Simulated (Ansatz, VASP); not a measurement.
O: VASP beside Ansatz

INCAR

```
SYSTEM = O
PREC = Accurate ; ENCUT = 520
EDIFF = 1E-7 ; ISMEAR = 0
SIGMA = 0.15 ; LREAL = .FALSE.
LASPH = .TRUE. ; NELM = 100
ALGO = Normal ; ISIF = 2
LWAVE = .FALSE. ; LCHARG = .FALSE.
NBANDS = 13
```

Contents of KPOINTS:

```
Automatic mesh
0
G
  20 20 20
  0 0 0
```

File POSCAR:

```
O
1.0
    0.0000000000      1.6012453253      3.6440588067
    1.5909081209      0.0000000000      3.6440588067
    1.5909081209      1.6012453253      0.0000000000
O
2
Direct
    0.0808467867      0.0808467867      0.9191532133
    0.9191532133      0.9191532133      0.0808467867
```

Input for Ansatz:

```yaml
crystal:
  lattice:
    - [0.0, 1.6012453253, 3.6440588067]
    - [1.5909081209, 0.0, 3.6440588067]
    - [1.5909081209, 1.6012453253, 0.0]
  atoms:
    - { symbol: O, position: [0.0808467867, 0.0808467867, 0.9191532133] }
    - { symbol: O, position: [0.9191532133, 0.9191532133, 0.0808467867] }
basis:
  ecutwfc: 520.0
kpoints:
  mp_grid: { grid: [20, 20, 20] }
hamiltonian:
  xc: lda
scf:
  occupations: { method: gaussian, width: 0.15 }
output:
  forces: true
  stress: true
  eigenvalues: true
```

Alike in both runs: task single point; functional LDA; k mesh 20 × 20 × 20; occupations gaussian, width 0.15 eV; no spin polarisation.

```csv
,VASP,Ansatz
version,VASP 6.6.1,Ansatz 0.2.0
potentials or method,"VASP PAW LDA potentials, release 64 (O), cutoff 520 eV","scalar-relativistic, plane waves, PAW"
valence electrons in the cell,12,12
```

|  | VASP | Ansatz | Ansatz less VASP |
| --- | --- | --- | --- |
| gap on the k mesh at the Fermi level (eV) | none | none | - |
| pressure (GPa) | 13.6 | 6.5 | -7.11 |
| traceless stress, the component that is largest in VASP (GPa) | 21.55 | 6.97 | -14.576 |
| rms of the force components (eV/Å) | 1.992 | 0.718 | -1.2731 |

LDA's correlation is that of Perdew and Zunger in VASP and of Perdew and Wang (1992) in Ansatz. Atom by atom the forces differ by 1.273 eV/Å (rms over components). A gap of «none» marks a metal or a gap that the smearing closes.

Noted on VASP's run: the standard files for N, O and F lose accuracy on very short bonds; spin is off for a triplet molecule.
